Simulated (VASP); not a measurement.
Write the native input for VASP 6.6.1 that does the following.

| Item | Value |
| --- | --- |
| Task | single point |
| Functional | LDA |
| Potentials or basis | VASP PAW LDA potentials, release 64 (Mg, C) |
| Cutoff | 520 eV |
| k mesh | 6 × 6 × 1 |
| Occupations | gaussian, width 0.1 eV |
| Spin | no spin polarisation |
| Dipole correction | yes |
| Further INCAR settings | LREAL = Auto; ALGO = Fast; EDIFF = 1e-07; NBANDS = 32 |

The structure of Mg16C lies in POSCAR:

```
Mg16C
1.0
    6.2932257366      0.0000000000      0.0000000000
   -3.1466128683      5.4500933597      0.0000000000
    0.0000000000      0.0000000000     23.0605952337
Mg C
16 1
Direct
    0.3333333333      0.1666666667      0.1734560604
    0.3333333333      0.6666666667      0.1734560604
    0.8333333333      0.1666666667      0.1734560604
    0.8333333333      0.6666666667      0.1734560604
    0.1666666667      0.3333333333      0.2827092823
    0.1666666667      0.8333333333      0.2827092823
    0.6666666667      0.3333333333      0.2827092823
    0.6666666667      0.8333333333      0.2827092823
    0.3333333333      0.1666666667      0.3902185413
    0.3333333333      0.6666666667      0.3902185413
    0.8333333333      0.1666666667      0.3902185413
    0.8333333333      0.6666666667      0.3902185413
    0.1666666667      0.3333333333      0.5013138263
    0.1666666667      0.8333333333      0.5013138263
    0.6666666667      0.3333333333      0.5013138263
    0.6666666667      0.8333333333      0.5013138263
    0.1666666667      0.3333333333      0.5884108257
```

The input as run:

INCAR

```
SYSTEM = Mg16C
  PREC = Accurate
  ENCUT = 520
  EDIFF = 1E-7
  ISMEAR = 0
  SIGMA = 0.1
  LREAL = Auto
  LASPH = .True.
  NELM = 60
  ALGO = Fast
  ISIF = 2
  LWAVE = .False.
  LCHARG = .False.
  LDIPOL = .True.
  IDIPOL = 3
  DIPOL = 0.5 0.5 0.352
  GGA = CA
  NBANDS = 32
```

KPOINTS

```
Automatic mesh
0
Gamma
  6 6 1
  0 0 0
```

Potentials or basis: VASP PAW LDA potentials, release 64 (Mg, C).

Run with:

```console
$ cat potpaw_LDA.64/Mg/POTCAR potpaw_LDA.64/C/POTCAR > POTCAR
$ mpirun -np 1 vasp_std > vasp.out
```

Results of the run:

The largest force is 1.041 eV/Å. The band gap on the k mesh is zero (bands 18 and 19 overlap by 0.30 eV).

It took 13 min on 1 thread of Oxide Virtual Turin-like Processor, with other jobs on the host, peak memory 0.58 GiB.
